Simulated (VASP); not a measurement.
# HC32 (a cell with a defect) (H_i (bond centre)) in VASP: settings compared, part 2 of 2

VASP 6.6.1. The steps go on from the part before.

## Step 4: Single point, LDA

Contents of INCAR:

```
  PREC = Accurate
  ENCUT = 520
  EDIFF = 1E-6
  ISMEAR = -1
  SIGMA = 0.01
  LREAL = Auto
  LASPH = True
  NELM = 120
  ALGO = Normal
  ISIF = 2
  LWAVE = False
  LCHARG = False
  GGA = CA
  NBANDS = 86
  NELECT = 130.0
  GGA_COMPAT = False
```

Contents of KPOINTS:

```
Automatic mesh
0
Gamma
  1 1 1
  0.25 0.25 0.25
```

Contents of POSCAR:

```
HC32
1.0
   -3.5716218665      3.5716218665      3.5716218665
    3.5716218665     -3.5716218665      3.5716218665
    3.5716218665      3.5716218665     -3.5716218665
C H
32 1
Direct
   -0.0032822957     -0.0102299523     -0.0034708994
   -0.0032325350      0.2461431644      0.7400565806
   -0.0018046039      0.4968357826      0.4952624354
   -0.0019030278      0.7449016464      0.2472202760
    0.2515975728     -0.0007117537      0.7497038843
    0.2474303007      0.2475013494      0.4952727413
    0.1846458408      0.4340538290      0.1844465796
    0.2473881382      0.7448636564     -0.0022167157
    0.5090434220      0.0095490634      0.5088348967
    0.4955683597      0.2475005770      0.2473018504
    0.4954919306      0.4968101293     -0.0021270679
    0.5090358060      0.7583938385      0.7600198310
    0.7499127434     -0.0007296138      0.2513366776
    0.7401530852      0.2460444765     -0.0035157486
    0.7499409413      0.5009717522      0.7496885169
    0.7602539270      0.7584495958      0.5088590513
    0.0059127582     -0.0010944934      0.7492712574
   -0.0038569240      0.2454963324      0.4941400007
   -0.0141315726      0.4864779014      0.2368211806
   -0.0037776993      0.7438235453     -0.0040222093
    0.2506967568     -0.0024936475      0.4985950025
    0.2372407954      0.2354581526      0.2370205214
    0.2371530577      0.4865327202     -0.0142949334
    0.2506664185      0.7481577112      0.7478862942
    0.4987834510     -0.0025318703      0.2504796943
    0.4943828231      0.2455027966     -0.0040345107
    0.4987849180      0.5000847206      0.7478737297
    0.5613797244      0.8106905037      0.5612546095
    0.7494922236     -0.0011013686      0.0056654934
    0.7494714651      0.2551956778      0.7492182981
    0.7481967856      0.5001273233      0.4985993520
    0.7481126792      0.7481537017      0.2504568228
    0.3729005749      0.6226519788      0.3728497174
```

Potentials or basis: VASP PAW LDA potentials, release 64 (C, H).

On the command line:

```
$ cat potpaw_LDA.64/C/POTCAR potpaw_LDA.64/H/POTCAR > POTCAR
$ mpirun -np 1 vasp_std > vasp.out
```

OUTCAR:

```text
PREC = Accurate
   ENCUT = 520
   EDIFF = 1E-6
   ISMEAR = -1
   LREAL = Auto
   LASPH = True
   NELM = 120
   ISIF = 2
   GGA = CA
   NELECT = 130.0

 ion  position               nearest neighbor table
   1  0.997  0.990  0.997-  22 1.50  20 1.52  29 1.57  17 1.57
   2  0.997  0.246  0.740-  23 1.50  18 1.52  17 1.57  30 1.57
   3  0.998  0.497  0.495-  18 1.55  19 1.55  24 1.56  31 1.56
[... 345 lines left out ...]
  -------------------------------------------------------------------------------------
  Total       13.6527946     13.6702713     13.6415907     12.6028906     12.5873280     12.5885252
  in kB      120.0261092    120.1797521    119.9276117    110.7960656    110.6592496    110.6697742
  external PRESSURE =     120.0444910 kB  Pullay stress =       0.0000000 kB

 VOLUME and BASIS-vectors are now :
 -----------------------------------------------------------------------------
  energy-cutoff  :      520.00
  volume of cell :      182.25
      direct lattice vectors                 reciprocal lattice vectors
    -3.571621867  3.571621867  3.571621867     0.000000000  0.139992423  0.139992423
     3.571621867 -3.571621867  3.571621867     0.139992423  0.000000000  0.139992423
     3.571621867  3.571621867 -3.571621867     0.139992423  0.139992423  0.000000000

 POSITION                                       TOTAL-FORCE (eV/Angst)
 -----------------------------------------------------------------------------------
      3.53441      3.58404      3.53576         0.001728      0.008384      0.015988
     -0.03774      5.32415      1.79600         0.007875      0.011026     -0.018442
     -0.02178      3.55956      3.57080        -0.010127     -0.009863     -0.033593
     -0.02134      1.78730      5.34235        -0.020211     -0.016943      0.001827
      5.34813      0.00719      1.79003         0.011018      0.011608      0.012674
      1.76918      1.76867     -0.00122         0.001086     -0.009726     -0.017855
[... 25 lines left out ...]
      0.89468      0.89439      4.44956         0.011648     -0.007218      0.002026
      2.22370      0.43966      2.22406        -0.005726      0.008031     -0.000429
 -----------------------------------------------------------------------------------
    total drift:                               -0.068193     -0.034213     -0.060825

  FREE ENERGIE OF THE ION-ELECTRON SYSTEM (eV)
  ---------------------------------------------------
  free  energy   TOTEN  =      -308.9774137509 eV

  energy  without entropy=     -308.9774137509  energy(sigma->0) =     -308.97741375
```

OSZICAR:

```text
N       E                     dE             d eps       ncg     rms          rms(c)
DAV:   1     0.404776801394E+03    0.40478E+03   -0.70415E+04   172   0.150E+03
DAV:   2    -0.290079585578E+03   -0.69486E+03   -0.65573E+03   218   0.284E+02
DAV:   3    -0.324711909577E+03   -0.34632E+02   -0.34294E+02   208   0.602E+01
DAV:   4    -0.325327732286E+03   -0.61582E+00   -0.61432E+00   224   0.857E+00
DAV:   5    -0.325337084837E+03   -0.93526E-02   -0.93400E-02   208   0.111E+00    0.244E+01
DAV:   6    -0.312527898965E+03    0.12809E+02   -0.12555E+01   200   0.125E+01    0.137E+01
DAV:   7    -0.309080932927E+03    0.34470E+01   -0.11495E+01   208   0.107E+01    0.433E+00
DAV:   8    -0.308996966151E+03    0.83967E-01   -0.11017E+00   200   0.383E+00    0.141E+00
DAV:   9    -0.308980672557E+03    0.16294E-01   -0.24753E-01   200   0.195E+00    0.737E-01
DAV:  10    -0.308977517768E+03    0.31548E-02   -0.22801E-02   200   0.546E-01    0.969E-02
DAV:  11    -0.308977409991E+03    0.10778E-03   -0.17833E-03   216   0.151E-01    0.455E-02
DAV:  12    -0.308977415268E+03   -0.52778E-05   -0.20014E-04   208   0.488E-02    0.206E-02
DAV:  13    -0.308977415090E+03    0.17803E-06   -0.16660E-05   208   0.153E-02    0.132E-02
DAV:  14    -0.308977413847E+03    0.12436E-05   -0.14642E-05   200   0.123E-02    0.375E-03
DAV:  15    -0.308977413751E+03    0.95741E-07   -0.15897E-06   152   0.417E-03
   1 F= -.30897741E+03 E0= -.30897741E+03  d E =-.206488E-13
```

Run time: 22 s. Hardware: 1 thread of AMD EPYC 9R45 (Zen 5), shared host; peak memory 0.21 GiB.

What came out:

```
Free energy   : -308.9774 eV
Largest force : 0.259 eV/Å
```

Forces on the atoms (eV/Å):
```
C    0.002  0.008  0.016
C    0.008  0.011 -0.018
C   -0.010 -0.010 -0.034
C   -0.020 -0.017  0.002
C    0.011  0.012  0.013
C    0.001 -0.010 -0.018
C   -0.144 -0.159 -0.133
C    0.014 -0.002 -0.018
C   -0.004  0.036 -0.003
C   -0.016 -0.028  0.004
C   -0.020  0.005 -0.017
C    0.001  0.001  0.034
C    0.022  0.015  0.002
C   -0.018  0.017  0.032
C    0.018  0.005  0.016
C    0.030 -0.006 -0.009
C    0.000 -0.019 -0.025
C    0.015  0.007  0.010
C   -0.017  0.022  0.008
C    0.013 -0.016  0.004
C   -0.005  0.010 -0.002
C   -0.003 -0.029 -0.006
C    0.014  0.009 -0.026
C   -0.008 -0.004  0.016
C   -0.009  0.009  0.004
C    0.006  0.001  0.011
C   -0.005  0.014  0.003
C    0.145  0.128  0.172
C   -0.021 -0.016 -0.014
C   -0.006 -0.006 -0.016
C    0.003  0.009 -0.009
C    0.012 -0.007  0.002
H   -0.006  0.008  0.000
```

Caveat: the k points lie up to 1.24 Å⁻¹ apart; the cell carries a net charge on a neutralising background, which shifts energy and pressure; the cell is charged against a uniform background, so pressure and absolute levels hang on convention.
